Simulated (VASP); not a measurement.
# Pt (Fm-3m) in VASP: a series of runs, part 2 of 2

VASP 6.6.1. Earlier steps stand in the parts before.

### 3 Relaxation of cell and atoms, RPBE

INCAR

```
SYSTEM = Pt
PREC     = Accurate       ! precision mode
ENCUT    = 500            ! plane-wave cutoff, eV
EDIFF    = 1E-7           ! SCF threshold, eV
ISMEAR   = -1             ! smearing method
SIGMA    = 0.1            ! smearing width, eV
LREAL    = .False.        ! projectors in reciprocal space
LASPH    = .True.         ! aspherical terms in the spheres
NELM     = 120            ! most SCF steps
ALGO     = Normal         ! electronic algorithm
ISIF     = 3              ! what is computed and relaxed
LWAVE    = .False.        ! write WAVECAR
LCHARG   = .False.        ! write CHGCAR
GGA      = RP             ! functional
IBRION   = 2              ! ionic algorithm
NSW      = 60             ! ionic steps
EDIFFG   = -0.01          ! ionic threshold
GGA_COMPAT= .False.      
NELMIN   = 4
```

KPOINTS

```
Automatic mesh
0
Gamma
  12 12 12
  0 0 0
```

POSCAR

```
Pt
1.0
    0.0000000000      1.9609000000      1.9609000000
    1.9609000000      0.0000000000      1.9609000000
    1.9609000000      1.9609000000      0.0000000000
Pt
1
Direct
    0.0000000000      0.0000000000      0.0000000000
```

Potentials or basis: VASP PAW PBE potentials, release 64 (Pt).

Run with:

```
$ cat potpaw_PBE.64/Pt/POTCAR > POTCAR
$ mpirun -np 1 vasp_std > vasp.out
```

OUTCAR:

```text
SYSTEM = Pt
   PREC = Accurate
   ENCUT = 500
   EDIFF = 1E-7
   ISMEAR = -1
   LREAL = .False.
   LASPH = .True.
   NELM = 120
   ISIF = 3
   GGA = RP
   IBRION = 2
   NSW = 60
   EDIFFG = -0.01
   NELMIN = 4

 ion  position               nearest neighbor table
   1  0.000  0.000  0.000-

  LATTYP: Found a face centered cubic cell.
 ALAT       =     3.9218000000

  Lattice vectors:

 A1 = (   0.0000000000,   1.9609000000,   1.9609000000)
 A2 = (   1.9609000000,   0.0000000000,   1.9609000000)
 A3 = (   1.9609000000,   1.9609000000,   0.0000000000)

Analysis of symmetry for initial positions (statically):
=====================================================================
 Subroutine PRICEL returns:
 Original cell was already a primitive cell.

 Routine SETGRP: Setting up the symmetry group for a
 face centered cubic supercell.

 Subroutine GETGRP returns: Found 48 space group operations
 (whereof 48 operations were pure point group operations)
 out of a pool of 48 trial point group operations.

The static configuration has the point symmetry O_h .

Analysis of symmetry for dynamics (positions and initial velocities):
=====================================================================
 Subroutine PRICEL returns:
 Original cell was already a primitive cell.

 Routine SETGRP: Setting up the symmetry group for a
 face centered cubic supercell.

 Subroutine GETGRP returns: Found 48 space group operations
 (whereof 48 operations were pure point group operations)
 out of a pool of 48 trial point group operations.

The dynamic configuration has the point symmetry O_h .

 Subroutine INISYM returns: Found 48 space group operations
 (whereof 48 operations are pure point group operations),
 and found     1 'primitive' translations

----------------------------------------------------------------------------------------

                                     Primitive cell
[... 114 lines left out ...]
   GGA     = RP    functional components
   LHFCALC =     F    Hartree Fock is set to
   AEXX    =    0.0000 exact exchange contribution
   IVDW    =     0    specifies the selected vdW correction
   LEPSILON=     F    determine dielectric tensor
   LRPA    =     F    only Hartree local field effects (RPA)
 conjugate gradient relaxation of ions
 non-spin polarized calculation
  energy-cutoff  :      500.00
  volume of cell :       15.08
 maximum number of plane-waves:       392
   NGX = 11   NGY = 11   NGZ = 11

--------------------------------------- Ionic step        1  -------------------------------------------

 number of electron      10.0000001 magnetization

 Free energy of the ion-electron system (eV)
  ---------------------------------------------------
  ext. energy  EPLUGINS =         0.00000000
  ---------------------------------------------------
  free energy    TOTEN  =        -5.45616632 eV

  energy without entropy =       -5.40492196  energy(sigma->0) =       -5.43054414

------------------------ aborting loop because EDIFF is reached ----------------------------------------

  FORCE on cell =-STRESS in cart. coord.  units (eV):
  Direction    XX          YY          ZZ          XY          YZ          ZX
  --------------------------------------------------------------------------------------
  -------------------------------------------------------------------------------------
  Total        1.3375780      1.3375780      1.3375780      0.0000000      0.0000000      0.0000000
  in kB      142.1128505    142.1128505    142.1128505      0.0000000      0.0000000      0.0000000
  external PRESSURE =     142.1128505 kB  Pullay stress =       0.0000000 kB
[... 22 lines left out ...]
--------------------------------------- Ionic step        2  -------------------------------------------

 number of electron      10.0000001 magnetization

 E-fermi :   8.1263     XC(G=0): -12.3096

 val. band max:        8.1229126636   @ k =   0.5000   0.0833   0.0000
 cond. band min:       8.1549550752   @ k =   0.5000   0.1667   0.0000
 fundamental gap:      0.0320424115
 Fermi energy:         8.1263162339

 k-point     1 :       0.0000    0.0000    0.0000
  band No.  band energies     occupation
      1      -0.1352      2.00000
      2       5.3320      2.00000
      3       5.3320      2.00000
      4       5.3320      2.00000
      5       6.8966      1.99999
      6       6.8966      1.99999
      7      23.0477      0.00000
      8      27.0018      0.00000
      9      27.0018      0.00000
[... 345 lines left out ...]
--------------------------------------- Ionic step        4  -------------------------------------------

 number of electron      10.0000000 magnetization

 Free energy of the ion-electron system (eV)
  ---------------------------------------------------
  ext. energy  EPLUGINS =         0.00000000
  ---------------------------------------------------
  free energy    TOTEN  =        -5.49089588 eV

  energy without entropy =       -5.43614330  energy(sigma->0) =       -5.46351959

 E-fermi :  10.3693     XC(G=0): -13.1066

 val. band max:       10.3664725854   @ k =   0.4167   0.4167   0.0000
 cond. band min:      10.3738172105   @ k =  -0.3333   0.4167   0.0833
 fundamental gap:      0.0073446251
 Fermi energy:        10.3693256033

 k-point     1 :       0.0000    0.0000    0.0000
  band No.  band energies     occupation
      1       0.7523      2.00000
      2       6.8866      2.00000
      3       6.8866      2.00000
      4       6.8866      2.00000
      5       8.8471      2.00000
      6       8.8471      2.00000
      7      25.0941      0.00000
      8      29.7801      0.00000
      9      29.7801      0.00000
[... 304 lines left out ...]
  FREE ENERGIE OF THE ION-ELECTRON SYSTEM (eV)
  ---------------------------------------------------
  free  energy   TOTEN  =        -5.4908958792 eV

  energy  without entropy=       -5.4361432998  energy(sigma->0) =       -5.46351959

 reached required accuracy - stopping structural energy minimisation
```

OSZICAR:

```text
N       E                     dE             d eps       ncg     rms          rms(c)
DAV:   1     0.348831705994E+02    0.34883E+02   -0.53538E+03  1352   0.993E+02
DAV:   2    -0.538451192721E+01   -0.40268E+02   -0.38321E+02  1372   0.179E+02
DAV:   3    -0.578150577695E+01   -0.39699E+00   -0.39484E+00  1527   0.182E+01
DAV:   4    -0.578264046708E+01   -0.11347E-02   -0.11346E-02  1540   0.101E+00
[... 33 lines left out ...]
DAV:   1    -0.549149333073E+01   -0.69207E-03   -0.13713E-02  1324   0.124E+00    0.157E-01
DAV:   2    -0.549091929635E+01    0.57403E-03   -0.17779E-03  1301   0.368E-01    0.606E-02
DAV:   3    -0.549089197374E+01    0.27323E-04   -0.15185E-04  1355   0.999E-02    0.364E-02
DAV:   4    -0.549089585734E+01   -0.38836E-05   -0.60696E-06  1402   0.198E-02    0.128E-03
DAV:   5    -0.549089587925E+01   -0.21910E-07   -0.86035E-08  1289   0.274E-03
   4 F= -.54908959E+01 E0= -.54635196E+01  d E =-.347296E-01
```

CONTCAR:

```text
Pt
   1.00000000000000
     0.0000000000000000    1.9965256428707063    1.9965256428707063
     1.9965256428707063   -0.0000000000000000    1.9965256428707063
     1.9965256428707063    1.9965256428707063    0.0000000000000000
  Pt
     1
Direct
     0.0000000000000000    0.0000000000000000    0.0000000000000000

  0.00000000E+00  0.00000000E+00  0.00000000E+00
```

Run time: 23 s. Hardware: 1 thread of Intel Xeon Platinum 8488C (Sapphire Rapids), shared host; peak memory 0.14 GiB.

Results:

| Quantity | Value |
| --- | --- |
| Free energy | -5.4909 eV |
| Relaxed volume | 15.92 Å³/atom |
| Relaxed cell | a = 2.824 Å, b = 2.824 Å, c = 2.824 Å, α = 60.00°, β = 60.00°, γ = 60.00° |
| Space group after relaxing (to 0.1 Å) | Fm-3m (No. 225) |
| Energy gained by relaxing | 34.7 meV/atom |
| Ionic steps | 4 |
| Pressure after relaxing | -0.1 GPa |
| Band gap on the k mesh | zero (bands 5 and 6 overlap by 2.03 eV) |

The path:
```tsv
step	energy change (eV)	largest force (eV/Å)	pressure (GPa)	volume (Å³)
1	0.0000	0.0000	14.21	15.08
2	0.1372	0.0000	-20.78	18.19
3	-0.0346	0.0000	-0.65	15.96
4	-0.0347	0.0000	-0.07	15.92
```

Final structure:
```yaml
crystal:
  lattice:
    - [0.00000, 1.99653, 1.99653]
    - [1.99653, 0.00000, 1.99653]
    - [1.99653, 1.99653, 0.00000]
  atoms:
    - { symbol: Pt, position: [0.00000, 0.00000, 0.00000] }
```

Caveat: the PAW data sets were made with another functional, which shifts forces and pressure a little; spin-orbit coupling is left out, which moves the levels of the heavy elements.
